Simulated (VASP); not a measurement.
A run of VASP 6.6.1:

Contents of INCAR:

```
PREC = Accurate
ENCUT = 520
EDIFF = 1E-6
ISMEAR = 0
SIGMA = 0.01
LREAL = False
LASPH = True
NELM = 80
ALGO = Normal
ISIF = 2
LWAVE = False
LCHARG = True
GGA = PE
LELF = True
LVHAR = True
NBANDS = 9
```

File KPOINTS:

```
Automatic mesh
0
Gamma
  6 6 6
```

POSCAR

```
LiH
1.0
    0.0000000000      1.9984726927      2.0692186260
    1.9984726927      0.0000000000      2.0692186260
    1.9984726927      1.9984726927      0.0000000000
Li H
1 1
Direct
    0.0000000000      0.0000000000      0.0000000000
    0.5000000000      0.5000000000      0.5000000000
```

Potentials or basis: VASP PAW PBE potentials, release 64 (Li_sv, H).

Command:

```sh
$ cat potpaw_PBE.64/Li_sv/POTCAR potpaw_PBE.64/H/POTCAR > POTCAR
$ mpirun -np 1 vasp_std > vasp.out
```

Hardware: 1 thread of Intel(R) Xeon(R) Platinum 8259CL CPU @ 2.50GHz (Skylake/Cascade Lake) (shared host).

Task: Estimate the wall time of this run.

Result: Wall time 4.3 s on 1 thread of Intel(R) Xeon(R) Platinum 8259CL CPU @ 2.50GHz (Skylake/Cascade Lake), on a shared host, peak memory 0.13 GiB. Counts: scf iterations 11, k points 30.
